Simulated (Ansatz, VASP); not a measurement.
**One calculation of Ca, two programs**

Contents of POSCAR:

```
Ca
1.0
   -2.3754849700      2.3754849700      2.3656929650
    2.3754849700     -2.3754849700      2.3656929650
    2.3754849700      2.3754849700     -2.3656929650
Ca
1
Direct
    0.5000000000      0.5000000000      0.0000000000
```

Contents of INCAR.step1:

```
SYSTEM = Ca
PREC = Accurate ; ENCUT = 400
EDIFF = 1E-5 ; ISMEAR = -1
SIGMA = 0.1 ; LREAL = .FALSE.
LASPH = .TRUE. ; NELM = 120
ALGO = Normal ; ISIF = 2
LWAVE = .TRUE. ; GGA = PE
NBANDS = 11 ; GGA_COMPAT = .FALSE.
```

The input INCAR.step2:

```
SYSTEM = Ca
PREC = Accurate ; ENCUT = 400
EDIFF = 1E-6 ; ISMEAR = -1
SIGMA = 0.1 ; LREAL = .FALSE.
LASPH = .TRUE. ; NELM = 120
ALGO = Normal ; ISIF = 2
LWAVE = .FALSE. ; LCHARG = .TRUE.
GGA = PE ; LHFCALC = .TRUE.
AEXX = 0.25 ; PRECFOCK = Normal
LELF = .TRUE. ; LVHAR = .TRUE.
ISTART = 1 ; NBANDS = 11
GGA_COMPAT = .FALSE.
```

Contents of KPOINTS:

```
regular mesh
0
G
  5 5 5
  0 0 0
```

input.yaml

```yaml
crystal:
  lattice: { a: 4.75096994, b: 4.75096994, c: 4.73138593, alpha: 90.0, beta: 90.0, gamma: 90.0 }
  space_group: 139
  reduce_to_primitive: true
  atoms:
    - { symbol: Ca, wyckoff: "2b", position: [0.0, 0.0, 0.5] }
hamiltonian:
  xc: pbe0
  pseudopotentials: { kind: paw }
kpoints:
  mp_grid: { grid: [5, 5, 5] }
scf:
  occupations: { method: fermi_dirac, width: 0.1 }
  n_extra_bands: 6
output:
  forces: true
  stress: true
  eigenvalues: true
  dos: { projected: false, de: 0.05 }
```

Change from the starting cell: volume scaled by 1.25.

Alike in both runs: functional PBE0; k mesh 5 × 5 × 5; occupations fermi-dirac, width 0.1 eV; no spin polarisation.

```csv
,VASP,Ansatz
version,VASP 6.6.1,Ansatz 0.2.0
potentials or method,"VASP PAW PBE potentials, release 64 (Ca_sv)",Ansatz PAW
plane-wave cutoff (eV),400,420
valence electrons in the cell,10,10
task,single point,density of states
```

|  | VASP | Ansatz | Ansatz less VASP |
| --- | --- | --- | --- |
| gap on the k mesh at the Fermi level (eV) | none | none | - |
| pressure (GPa) | -2.3 | -2.3 | +0.03 |
| traceless stress, the component that is largest in VASP (GPa) | -0.33 | -0.30 | +0.031 |

A gap of «none» marks a metal or a gap that the smearing closes. The functional is the same, so the differences come from potentials, cutoffs and numerics.

The k mesh is coarse, so the values compare programs but aren't converged.
